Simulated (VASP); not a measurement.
LiF: single point with PBEsol

LiF:

```
Li F
1.0
     3.06094    0.00000    0.00000
    -1.53047    2.65085    0.00000
     0.00000    0.00000    4.80732
Li F
2 2
Direct
  0.33333 0.66667 0.38115
  0.66667 0.33333 0.88115
  0.34182 0.68364 0.99384
  0.66667 0.33333 0.49384
```

This cell differs from its parent crystal: one atom moved.

```
Program             : VASP 6.6.1
Task                : single point
Functional          : PBEsol
Potentials or basis : VASP PAW PBE potentials, release 64 (Li_sv, F)
Cutoff              : 520 eV
k mesh              : 9 × 9 × 6
Occupations         : gaussian, width 0.02 eV
Spin                : no spin polarisation
```

```
Largest force          : 0.224 eV/Å
Band gap on the k mesh : 7.73 eV, direct
```

Forces in eV/Å, atoms in the order of the input:
```
Li   0.000  0.011 -0.002
Li   0.000  0.198 -0.011
F    0.000 -0.224  0.012
F    0.000  0.015  0.001
```

Levels at points of the mesh, in eV from the valence-band top:
```tsv
k point	band 7	band 8	band 9	band 10	band 11	band 12	band 13	band 14
(0.00, 0.00, 0.00)	-0.45	-0.16	-0.15	0.00	7.73	12.02	15.30	18.57
(0.00, 0.00, 0.50)	-0.36	-0.32	-0.32	-0.28	9.44	9.44	17.63	17.64
```

Wall time 51 s on 1 thread of Intel(R) Xeon(R) Platinum 8488C (Sapphire Rapids), with other jobs on the host, peak memory 0.2 GiB.

Caveat: the cell differs from its parent crystal (one atom moved); the PAW data sets were made with another functional, which shifts forces and pressure a little. A k mesh can miss the band edges.
